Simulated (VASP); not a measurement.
Set up this calculation in VASP 6.6.1, as the native input.

```yaml
Task: single point
Functional: PBE
Potentials_or_basis: VASP PAW PBE potentials, release 64 (Si, Sn_d)
Cutoff: 520 eV
k_mesh: 6 × 6 × 4
Occupations: gaussian, width 0.1 eV
Spin: no spin polarisation
Dipole_correction: no
Further_INCAR_settings: ALGO = Normal; EDIFF = 1e-06; NBANDS = 26
```

The structure of Si5Sn lies in POSCAR:

```
Si5Sn
1.0
    5.5430503676      0.0000000000      0.0000000000
   -2.7715251838      4.8004224328      0.0000000000
    0.0000000000      0.0000000000      7.5122179775
Si Sn
5 1
Direct
    0.5000000000      0.0000000000      0.5000000000
    0.0000000000      0.5000000000      0.5000000000
    0.5000000000      0.5000000000      0.5000000000
    0.0000000000      0.0000000000      0.8550174107
    0.0000000000      0.0000000000      0.1449825893
    0.0000000000      0.0000000000      0.5000000000
```

The cell was generated, and may not be a known phase.

The input as run:

INCAR

```
SYSTEM = Si5Sn
PREC = Accurate
ENCUT = 520
EDIFF = 1E-6
ISMEAR = 0
SIGMA = 0.1
LREAL = .FALSE.
LASPH = .TRUE.
NELM = 100
ALGO = Normal
ISIF = 2
LWAVE = .FALSE.
LCHARG = .FALSE.
GGA = PE
NBANDS = 26
```

KPOINTS

```
regular mesh
0
G
  6 6 4
  0 0 0
```

Potentials or basis: VASP PAW PBE potentials, release 64 (Si, Sn_d).

The run is started by

```sh
$ cat potpaw_PBE.64/Si/POTCAR potpaw_PBE.64/Sn_d/POTCAR > POTCAR
$ mpirun -np 1 vasp_std > vasp.out
```

It gave:

```json
{"Pressure": "0.0 GPa", "Largest force": "0.023 eV/Å", "Band gap on the k mesh": "zero (bands 17 and 18 overlap by 0.93 eV)"}
```

Caveat: spin-orbit coupling is left out, which moves the levels of the heavy elements.

Wall time 120 s on 1 thread of AMD EPYC 7R43 64-Core Processor (Zen 3), with other jobs on the host, peak memory 0.3 GiB.
